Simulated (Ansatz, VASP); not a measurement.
# One calculation of LiF, two programs

The input INCAR:

```
PREC = Accurate
ENCUT = 750
EDIFF = 1E-7
ISMEAR = -1
SIGMA = 0.1
LREAL = F
LASPH = T
NELM = 120
ALGO = Normal
ISIF = 3
LWAVE = F
LCHARG = F
GGA = PE
IBRION = 2
NSW = 60
EDIFFG = -0.01
GGA_COMPAT = F
NELMIN = 4
```

KPOINTS

```
regular mesh
0
Gamma
  8 8 8
```

POSCAR

```
LiF
1.0
    0.0000000000      1.9928000000      1.9928000000
    1.9928000000      0.0000000000      1.9928000000
    1.9928000000      1.9928000000      0.0000000000
Li F
1 1
Direct
    0.0000000000      0.0000000000      0.0000000000
    0.5000000000      0.5000000000      0.5000000000
```

Input for Ansatz:

```yaml
crystal:
  lattice:
    - [0.0, 1.9928, 1.9928]
    - [1.9928, 0.0, 1.9928]
    - [1.9928, 1.9928, 0.0]
  atoms:
    - { symbol: Li, position: [0.0, 0.0, 0.0] }
    - { symbol: F, position: [0.5, 0.5, 0.5] }
  symmetry: { tolerance: 0.0003 }
kpoints:
  mp_grid: { grid: [8, 8, 8], shift: [0, 0, 0] }
magnetization:
  spin_polarized: false
scf:
  occupations: { method: fermi_dirac }
hamiltonian:
  pseudopotentials: { kind: paw }
  xc: pbe
basis:
  ecutwfc: 420
output:
  forces: true
  stress: true
  eigenvalues: true
relax:
  max_steps: 40
  cell: {}
```

Alike in both runs: task relaxation of cell and atoms; functional PBE; k mesh 8 × 8 × 8; no spin polarisation.

|  | VASP | Ansatz |
| --- | --- | --- |
| version | VASP 6.6.1 | Ansatz 0.2.0 |
| potentials or method | VASP PAW PBE potentials, release 64 (Li_sv, F), cutoff 750 eV | PAW plane waves |
| occupations | fermi-dirac, width 0.1 eV | fermi-dirac |
| valence electrons in the cell | 10 | 10 |

VASP gave:

```
gap on the k mesh at the Fermi level, each at its own relaxed structure (eV) : 8.92
relaxed volume (Å³/atom)                                                     : 8.32
relaxed length of the cell vector where the two differ most in proportion (Å)              : 2.866
```

Estimate Ansatz's values.

gap on the k mesh at the Fermi level, each at its own relaxed structure (eV): 8.83; relaxed volume (Å³/atom): 8.41; relaxed length of the cell vector where the two differ most in proportion (Å): 2.876.
